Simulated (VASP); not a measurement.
# InP (I4mm) in VASP: notebook

Runs on InP. Level: PBE. Tasks: single point.

All numbers are computed with VASP 6.6.1; they aren't measurements. Logs are shortened: lines on timing, memory, paths and dates and some standing lists are left out, and cuts for length are marked.

## (1) The cell of the first run

The structure is tetragonal, space group I4mm (No. 107). The conventional cell has a = 3.918 Å, b = 3.918 Å, c = 5.669 Å, α = 90.00°, β = 90.00°, γ = 90.00°. Within 3.0 Å of In (site symmetry 4mm) lie 5 P at 2.29 to 2.82 Å. P (site symmetry 4mm) has 5 In at 2.29 to 2.82 Å within 3.0 Å.

## (2) Single point, PBE (mode 4 frozen in at -0.422 Å, normal strain along x +0.0233)

The input, INCAR:

```
SYSTEM = InP
ALGO = Normal ; EDIFF = 1E-6
ENCUT = 520 ; GGA = PE
ISIF = 2 ; ISMEAR = 0
LASPH = .True. ; LCHARG = .True.
LELF = .True. ; LREAL = .False.
LVHAR = .True. ; LWAVE = .False.
NBANDS = 16 ; NELM = 60
PREC = Accurate ; SIGMA = 0.15
```

The input, KPOINTS:

```
k-points
0
Gamma
  14 14 14
  0 0 0
```

The input, POSCAR:

```
InP
1.0
    0.0000000000      2.7701982124      2.7701982124
    2.8347438307      0.0000000000      2.7701982124
    2.8347438307      2.7701982124      0.0000000000
In P
1 1
Direct
   -0.0205473392      0.0205473392      0.0205473392
    0.5761678349      0.4238321651      0.4238321651
```

Potentials or basis: VASP PAW PBE potentials, release 64 (In_d, P).

The run is started by

```console
$ cat potpaw_PBE.64/In_d/POTCAR potpaw_PBE.64/P/POTCAR > POTCAR
$ mpirun -np 1 vasp_std > vasp.out
```

OUTCAR:

```text
SYSTEM = InP
   EDIFF = 1E-6
   ENCUT = 520
   GGA = PE
   ISIF = 2
   ISMEAR = 0
   LASPH = .True.
   LREAL = .False.
   NELM = 60
   PREC = Accurate

 ion  position               nearest neighbor table
   1  0.979  0.021  0.021-   2 2.29   2 2.82   2 2.82   2 2.82   2 2.82   2 3.38
   2  0.576  0.424  0.424-   1 2.29   1 2.82   1 2.82   1 2.82   1 2.82   1 3.38

  LATTYP: Found a body centered tetragonal cell.
 ALAT       =     3.9176518824
 C/A-ratio  =     1.4471647384

  Lattice vectors:

 A1 = (   2.8347438307,   0.0000000000,   2.7701982124)
 A2 = (   2.8347438307,   0.0000000000,  -2.7701982124)
 A3 = (  -2.8347438307,   2.7701982124,   0.0000000000)

Analysis of symmetry for initial positions (statically):
=====================================================================
 Subroutine PRICEL returns:
 Original cell was already a primitive cell.

 Routine SETGRP: Setting up the symmetry group for a
 body centered tetragonal supercell.

 Subroutine GETGRP returns: Found  8 space group operations
 (whereof  8 operations were pure point group operations)
 out of a pool of 16 trial point group operations.

The static configuration has the point symmetry C_4v.

Analysis of symmetry for dynamics (positions and initial velocities):
=====================================================================
 Subroutine PRICEL returns:
 Original cell was already a primitive cell.

 Routine SETGRP: Setting up the symmetry group for a
 body centered tetragonal supercell.

 Subroutine GETGRP returns: Found  8 space group operations
 (whereof  8 operations were pure point group operations)
 out of a pool of 16 trial point group operations.

The dynamic configuration has the point symmetry C_4v.

 Subroutine INISYM returns: Found  8 space group operations
 (whereof  8 operations are pure point group operations),
 and found     1 'primitive' translations

----------------------------------------------------------------------------------------

                                     Primitive cell

  volume of cell :      43.5076

  direct lattice vectors                    reciprocal lattice vectors
     0.000000000  2.770198212  2.770198212    -0.176382781  0.180492500  0.180492500
     2.834743831  0.000000000  2.770198212     0.176382781 -0.180492500  0.180492500
     2.834743831  2.770198212  0.000000000     0.176382781  0.180492500 -0.180492500

  length of vectors
     3.917651882  3.963555313  3.963555313     0.310267579  0.310267579  0.310267579

  position of ions in fractional coordinates (direct lattice)
     0.979452661  0.020547339  0.020547339
     0.576167835  0.423832165  0.423832165

  ion indices of the primitive-cell ions
   primitive index   ion index
                 1           1
                 2           2

----------------------------------------------------------------------------------------

 KPOINTS: k-points

Automatic generation of k-mesh.
 Grid dimensions read from file:
 generate k-points for:   14   14   14

 Generating k-lattice:

  Cartesian coordinates                     Fractional coordinates (reciprocal lattice)
    -0.012598770  0.012892321  0.012892321     0.071428571  0.000000000  0.000000000
     0.012598770 -0.012892321  0.012892321     0.000000000  0.071428571 -0.000000000
     0.012598770  0.012892321 -0.012892321     0.000000000 -0.000000000  0.071428571

  Length of vectors
     0.022161970  0.022161970  0.022161970

  Shift w.r.t. Gamma in fractional coordinates (k-lattice)
     0.000000000  0.000000000  0.000000000

 Subroutine IBZKPT returns following result:
 ===========================================

 Found    244 irreducible k-points:

 Following reciprocal coordinates:
            Coordinates               Weight
  0.000000  0.000000  0.000000      1.000000
  0.071429  0.000000  0.000000      8.000000
  0.142857  0.000000  0.000000      8.000000
  0.214286  0.000000  0.000000      8.000000
  0.285714  0.000000  0.000000      8.000000
  0.357143  0.000000  0.000000      8.000000
[... 16 lines left out ...]
  0.214286  0.142857 -0.000000     16.000000
  0.285714  0.142857  0.000000     16.000000
 [... further k-points ...]
   k-points           NKPTS =    244   k-points in BZ     NKDIM =    244   number of bands    NBANDS=     16
   number of dos      NEDOS =    301   number of ions     NIONS =      2
   total plane-waves  NPLWV =  27000
   dimension x,y,z NGX =    30 NGY =   30 NGZ =   30
   dimension x,y,z NGXF=    60 NGYF=   60 NGZF=   60
   ions per type =               1   1
   NGX,Y,Z   is equivalent  to a cutoff of  12.73, 12.58, 12.58 a.u.
   NGXF,Y,Z  is equivalent  to a cutoff of  25.46, 25.17, 25.17 a.u.
 SYSTEM =  InP
   PREC   = accura    normal or accurate (medium, high low for compatibility)
   ISTART =      0    job   : 0-new  1-cont  2-samecut
   ICHARG =      2    charge: 1-file 2-atom 10-const
   ISPIN  =      1    spin polarized calculation?
   LNONCOLLINEAR =      F non collinear calculations
   LSORBIT =      F    spin-orbit coupling
   LASPH  =      T    aspherical Exc in radial PAW
   ENCUT  =  520.0 eV  38.22 Ry    6.18 a.u.   7.28  7.37  7.37*2*pi/ulx,y,z
   NELM   =     60;   NELMIN=  2; NELMDL= -5     # of ELM steps
   EDIFF  = 0.1E-05   stopping-criterion for ELM
   LREAL  =      F    real-space projection
   EDIFFG = 0.1E-04   stopping-criterion for IOM
   NSW    =      0    number of steps for IOM
   IBRION =     -1    ionic relax: 0-MD 1-quasi-New 2-CG
   NFREE  =      0    steps in history (QN), initial steepest desc. (CG)
   ISIF   =      2    stress and relaxation
   ISYM   =      2    0-nonsym 1-usesym 2-fastsym
   POTIM  = 0.5000    time-step for ionic-motion
   TEBEG  =    0.0;   TEEND  =   0.0 temperature during run
   PSTRESS=    0.0 pullay stress
   NELECT =      18.0000    total number of electrons
   NUPDOWN=      -1.0000    fix difference up-down
   EMIN   =  10.00;   EMAX   =-10.00  energy-range for DOS
   EFERMI =   0.00;   METHOD = LEGACY
   ISMEAR =     0;   SIGMA  =   0.15  broadening in eV -4-tet -1-fermi 0-gaus
   EFERMI_NEDOS =   21; number of points for ismear=-14 and -15
   IALGO  =     38    algorithm
   IMIX   =      4    mixing-type and parameters
     AMIX     =   0.40;   BMIX     =  1.00
     AMIX_MAG =   1.60;   BMIX_MAG =  1.00
  volume/ion in A,a.u.               =      21.75       146.80
  Fermi-wavevector in a.u.,A,eV,Ry     =   1.219861  2.305204 20.246311  1.488062
  Thomas-Fermi vector in A             =   2.355099
   LORBIT       =      0    0 simple, 1 ext, 2 COOP (PROOUT), +10 PAW based schemes
   GGA     = PE    functional components
   LHFCALC =     F    Hartree Fock is set to
   AEXX    =    0.0000 exact exchange contribution
   IVDW    =     0    specifies the selected vdW correction
   LEPSILON=     F    determine dielectric tensor
   LRPA    =     F    only Hartree local field effects (RPA)
 non-spin polarized calculation
 Gauss-broadening in eV      SIGMA  =   0.15
  energy-cutoff  :      520.00
  volume of cell :       43.51
 maximum number of plane-waves:      1195
 NGX is ok and might be reduce to    30
   NGX = 15   NGY = 15   NGZ = 15

 number of electron      18.0000003 magnetization

 Free energy of the ion-electron system (eV)
  ---------------------------------------------------
  ext. energy  EPLUGINS =         0.00000000
  ---------------------------------------------------
  free energy    TOTEN  =        -7.46603871 eV

  energy without entropy =       -7.45489968  energy(sigma->0) =       -7.46046919

 E-fermi :   6.6950     XC(G=0): -10.2231

 val. band max:        6.6893516860   @ k =  -0.1429   0.1429  -0.0000
 cond. band min:       6.7203883739   @ k =   0.2143   0.0000   0.0000
 fundamental gap:      0.0310366879
 Fermi energy:         6.6949835481

 k-point     1 :       0.0000    0.0000    0.0000
  band No.  band energies     occupation
      1      -7.8024      2.00000
      2      -7.5815      2.00000
      3      -7.5815      2.00000
      4      -7.5168      2.00000
      5      -7.5138      2.00000
      6      -5.2004      2.00000
[... 8 lines left out ...]
     15      16.3090      0.00000
     16      16.5456      0.00000

 k-point     2 :       0.0714    0.0000    0.0000
  band No.  band energies     occupation
      1      -7.8056      2.00000
      2      -7.5805      2.00000
      3      -7.5788      2.00000
      4      -7.5150      2.00000
      5      -7.5149      2.00000
      6      -5.1368      2.00000
[... 8 lines left out ...]
     15      15.7123      0.00000
     16      16.0942      0.00000

 k-point     3 :       0.1429    0.0000    0.0000
  band No.  band energies     occupation
      1      -7.8145      2.00000
      2      -7.5777      2.00000
      3      -7.5728      2.00000
      4      -7.5166      2.00000
      5      -7.5092      2.00000
      6      -4.9481      2.00000
[... 8 lines left out ...]
     15      15.2270      0.00000
     16      15.6744      0.00000

 k-point     4 :       0.2143    0.0000    0.0000
  band No.  band energies     occupation
      1      -7.8276      2.00000
      2      -7.5746      2.00000
      3      -7.5695      2.00000
      4      -7.5135      2.00000
      5      -7.4999      2.00000
      6      -4.6430      2.00000
[... 8 lines left out ...]
     15      15.3200      0.00000
     16      15.5870      0.00000

 k-point     5 :       0.2857    0.0000    0.0000
  band No.  band energies     occupation
      1      -7.8421      2.00000
      2      -7.5729      2.00000
      3      -7.5727      2.00000
      4      -7.5029      2.00000
      5      -7.4880      2.00000
      6      -4.2407      2.00000
[... 8 lines left out ...]
     15      15.8749      0.00000
     16      15.9989      0.00000

 k-point     6 :       0.3571    0.0000    0.0000
  band No.  band energies     occupation
      1      -7.8552      2.00000
      2      -7.5797      2.00000
      3      -7.5723      2.00000
      4      -7.4894      2.00000
      5      -7.4759      2.00000
      6      -3.7835      2.00000
[... 8 lines left out ...]
     15      16.7111      0.00000
     16      16.8021      0.00000

 k-point     7 :       0.4286    0.0000    0.0000
  band No.  band energies     occupation
      1      -7.8642      2.00000
      2      -7.5854      2.00000
      3      -7.5728      2.00000
      4      -7.4791      2.00000
      5      -7.4669      2.00000
      6      -3.3691      2.00000
[... 8 lines left out ...]
     15      17.6657      0.00000
     16      17.7565      0.00000

 k-point     8 :       0.5000    0.0000    0.0000
  band No.  band energies     occupation
      1      -7.8674      2.00000
      2      -7.5876      2.00000
      3      -7.5730      2.00000
      4      -7.4753      2.00000
      5      -7.4636      2.00000
      6      -3.1858      2.00000
[... 8 lines left out ...]
     15      18.2562      0.00000
     16      18.3317      0.00000

 k-point     9 :       0.0714    0.0714    0.0000
  band No.  band energies     occupation
      1      -7.8055      2.00000
      2      -7.5845      2.00000
      3      -7.5763      2.00000
      4      -7.5175      2.00000
      5      -7.5118      2.00000
      6      -5.1133      2.00000
[... 8 lines left out ...]
     15      15.0498      0.00000
     16      16.4593      0.00000
[... 172 lines left out ...]
 k-point    19 :      -0.2143    0.0714    0.0000
  band No.  band energies     occupation
      1      -7.8374      2.00000
      2      -7.5724      2.00000
      3      -7.5665      2.00000
      4      -7.5077      2.00000
      5      -7.4986      2.00000
      6      -4.4660      2.00000
[... 8 lines left out ...]
     15      15.9971      0.00000
     16      16.1781      0.00000

 k-point    20 :      -0.1429    0.0714   -0.0000
  band No.  band energies     occupation
      1      -7.8234      2.00000
      2      -7.5757      2.00000
      3      -7.5665      2.00000
      4      -7.5136      2.00000
      5      -7.5084      2.00000
      6      -4.8053      2.00000
[... 8 lines left out ...]
     15      15.5601      0.00000
     16      16.3626      0.00000

 k-point    21 :      -0.0714    0.0714   -0.0000
  band No.  band energies     occupation
      1      -7.8120      2.00000
      2      -7.5791      2.00000
      3      -7.5724      2.00000
      4      -7.5146      2.00000
      5      -7.5139      2.00000
      6      -5.0328      2.00000
[... 8 lines left out ...]
     15      15.4181      0.00000
     16      16.5679      0.00000

 k-point    22 :       0.1429    0.1429    0.0000
  band No.  band energies     occupation
      1      -7.8159      2.00000
      2      -7.5928      2.00000
      3      -7.5626      2.00000
      4      -7.5277      2.00000
      5      -7.4975      2.00000
      6      -4.8513      2.00000
[... 8 lines left out ...]
     15      15.3516      0.00000
     16      17.1847      0.00000

 k-point    23 :       0.2143    0.1429   -0.0000
  band No.  band energies     occupation
      1      -7.8263      2.00000
      2      -7.5956      2.00000
      3      -7.5582      2.00000
      4      -7.5296      2.00000
      5      -7.4876      2.00000
      6      -4.6176      2.00000
[... 8 lines left out ...]
     15      15.7331      0.00000
     16      17.1459      0.00000

 k-point    24 :       0.2857    0.1429    0.0000
  band No.  band energies     occupation
      1      -7.8402      2.00000
      2      -7.5940      2.00000
      3      -7.5636      2.00000
      4      -7.5211      2.00000
      5      -7.4770      2.00000
      6      -4.2756      2.00000
[... 8 lines left out ...]
     15      16.3395      0.00000
     16      17.1314      0.00000

 [... further k-points ...]
[... 5 lines left out ...]
  --------------------------------------------------------------------------------------
  -------------------------------------------------------------------------------------
  Total        7.3300159     -1.0018286     -1.0018286      0.0000000      0.0000000      0.0000000
  in kB      269.9292779    -36.8925366    -36.8925366      0.0000000      0.0000000      0.0000000
  external PRESSURE =      65.3814016 kB  Pullay stress =       0.0000000 kB

 VOLUME and BASIS-vectors are now :
 -----------------------------------------------------------------------------
  energy-cutoff  :      520.00
  volume of cell :       43.51
      direct lattice vectors                 reciprocal lattice vectors
     0.000000000  2.770198212  2.770198212    -0.176382781  0.180492500  0.180492500
     2.834743831  0.000000000  2.770198212     0.176382781 -0.180492500  0.180492500
     2.834743831  2.770198212  0.000000000     0.176382781  0.180492500 -0.180492500

 POSITION                                       TOTAL-FORCE (eV/Angst)
 -----------------------------------------------------------------------------------
      0.11649      2.77020      2.77020        -2.924621      0.000000      0.000000
      2.40291      2.77020      2.77020         2.924621      0.000000      0.000000
 -----------------------------------------------------------------------------------
    total drift:                               -0.000529     -0.000001     -0.000001

  FREE ENERGIE OF THE ION-ELECTRON SYSTEM (eV)
  ---------------------------------------------------
  free  energy   TOTEN  =        -7.4660387097 eV

  energy  without entropy=       -7.4548996792  energy(sigma->0) =       -7.46046919
```

Run time: 95 s. Hardware: 1 thread of Intel Xeon 6975P-C (Granite Rapids), shared host; peak memory 0.29 GiB.

Results:

| Item | Value |
| --- | --- |
| Free energy | -7.4660 eV |
| Pressure | 6.5 GPa |
| Largest force | 2.925 eV/Å |
| Band gap on the k mesh | zero (band 9 reaches 7.08 eV, above the bottom of band 10 at 5.18 eV) |

Forces in eV/Å, atoms in the order of the input:
```
In  -2.925  0.000  0.000
P    2.925  0.000  0.000
```

Stress tensor (GPa, compression positive):
```
26.99  0.00  0.00
 0.00 -3.69  0.00
 0.00  0.00 -3.69
```

Caveat: the cell differs from its parent crystal (mode 4 frozen in at -0.422 Å, normal strain along x +0.0233); spin-orbit coupling is left out, which moves the levels of the heavy elements; forces of over 1 eV/Å act on the atoms, so gaps and moduli don't describe the material at rest.

## (3) Single point, PBE (mode 4 frozen in at -0.281 Å, normal strain along x +0.0233)

The input, INCAR:

```
PREC = Accurate
ENCUT = 520
EDIFF = 1E-7
ISMEAR = 0
SIGMA = 0.15
LREAL = F
LASPH = T
NELM = 80
ALGO = Normal
ISIF = 2
LWAVE = F
LCHARG = T
GGA = PE
LELF = T
LVHAR = T
NBANDS = 16
```

The input, KPOINTS:

```
regular mesh
0
Gamma
  14 14 14
```

The input, POSCAR:

```
InP
1.0
    0.0000000000      2.7701982124      2.7701982124
    2.8347438307      0.0000000000      2.7701982124
    2.8347438307      2.7701982124      0.0000000000
In P
1 1
Direct
   -0.0136966031      0.0136966031      0.0136966031
    0.5507725402      0.4492274598      0.4492274598
```

Potentials or basis: VASP PAW PBE potentials, release 64 (In_d, P).

The run is started by

```console
$ cat potpaw_PBE.64/In_d/POTCAR potpaw_PBE.64/P/POTCAR > POTCAR
$ mpirun -np 1 vasp_std > vasp.out
```

Run time: 99 s. Hardware: 1 thread of Intel Xeon 6975P-C (Granite Rapids), shared host; peak memory 0.29 GiB.

The run converged. Its results:

```
Free energy            : -7.7982 eV
Pressure               : 1.5 GPa
Largest force          : 0.977 eV/Å
Band gap on the k mesh : zero (band 9 reaches 7.07 eV, above the bottom of band 10 at 4.90 eV)
```

Forces in eV/Å, atoms in the order of the input:
```
In  -0.977  0.000  0.000
P    0.977  0.000  0.000
```

Stress tensor (GPa, compression positive):
```
 9.55  0.00  0.00
 0.00 -2.46  0.00
 0.00  0.00 -2.46
```

Levels at points of the mesh, in eV from the Fermi level:
```
           k point  band 6  band 7  band 8  band 9  band 10  band 11  band 12  band 13
(0.00, 0.00, 0.00)  -11.84   -0.18   -0.11   -0.11     0.44     6.41     6.41     6.99
(0.50, 0.00, 0.00)   -9.82   -6.40   -0.25    0.18     2.57     3.69     3.94     5.07
(0.50, 0.50, 0.00)   -8.82   -4.72   -2.79   -2.16    -1.75     3.51     9.87    10.09
(0.00, 0.50, 0.50)   -8.86   -5.28   -2.13   -2.13    -1.78     4.02     9.89     9.89
```

Caveat: the cell differs from its parent crystal (mode 4 frozen in at -0.281 Å, normal strain along x +0.0233); spin-orbit coupling is left out, which moves the levels of the heavy elements.

## (4) Single point, PBE (mode 4 frozen in at -0.422 Å, normal strain along x +0.0467)

The input, INCAR:

```
SYSTEM = InP
PREC = Accurate
ENCUT = 520
EDIFF = 1E-6
ISMEAR = 0
SIGMA = 0.15
LREAL = .False.
LASPH = .True.
NELM = 100
ALGO = Normal
ISIF = 2
LWAVE = .False.
LCHARG = .True.
GGA = PE
LELF = .True.
LVHAR = .True.
NBANDS = 16
```

The input, KPOINTS:

```
Automatic mesh
0
Gamma
  14 14 14
  0 0 0
```

The input, POSCAR:

```
InP
1.0
    0.0000000000      2.7701982124      2.7701982124
    2.8995664689      0.0000000000      2.7701982124
    2.8995664689      2.7701982124      0.0000000000
In P
1 1
Direct
   -0.0205473392      0.0205473392      0.0205473392
    0.5761678349      0.4238321651      0.4238321651
```

The run is started by

```console
$ cat potpaw_PBE.64/In_d/POTCAR potpaw_PBE.64/P/POTCAR > POTCAR
$ mpirun -np 1 vasp_std > vasp.out
```

Wall time 76 s (1 thread of Intel Xeon 6975P-C (Granite Rapids), shared host); peak memory 0.29 GiB.

Results (log left out):

| Item | Value |
| --- | --- |
| Free energy | -7.6116 eV |
| Pressure | 3.7 GPa |
| Largest force | 2.173 eV/Å |
| Band gap on the k mesh | zero (band 9 reaches 6.83 eV, above the bottom of band 10 at 5.00 eV) |

Forces on the atoms (eV/Å):
```
In  -2.173  0.000  0.000
P    2.173  0.000  0.000
```

Stress tensor (GPa, compression positive):
```
19.98  0.00  0.00
 0.00 -4.40  0.00
 0.00  0.00 -4.40
```

Levels at points of the mesh, in eV from the Fermi level:
| k point | band 7 | band 8 | band 9 | band 10 | band 11 | band 12 |
| --- | --- | --- | --- | --- | --- | --- |
| (0.00, 0.00, 0.00) | -0.25 | 0.01 | 0.01 | 0.32 | 5.81 | 5.81 |
| (0.50, 0.00, 0.00) | -6.26 | -0.65 | 0.13 | 2.46 | 3.89 | 4.41 |
| (0.50, 0.50, 0.00) | -4.59 | -2.97 | -2.02 | -1.44 | 3.04 | 9.87 |
| (0.00, 0.50, 0.50) | -5.67 | -2.01 | -2.01 | -1.19 | 4.12 | 9.86 |

Caveat: the cell differs from its parent crystal (mode 4 frozen in at -0.422 Å, normal strain along x +0.0467); spin-orbit coupling is left out, which moves the levels of the heavy elements; forces of over 1 eV/Å act on the atoms, so gaps and moduli don't describe the material at rest.
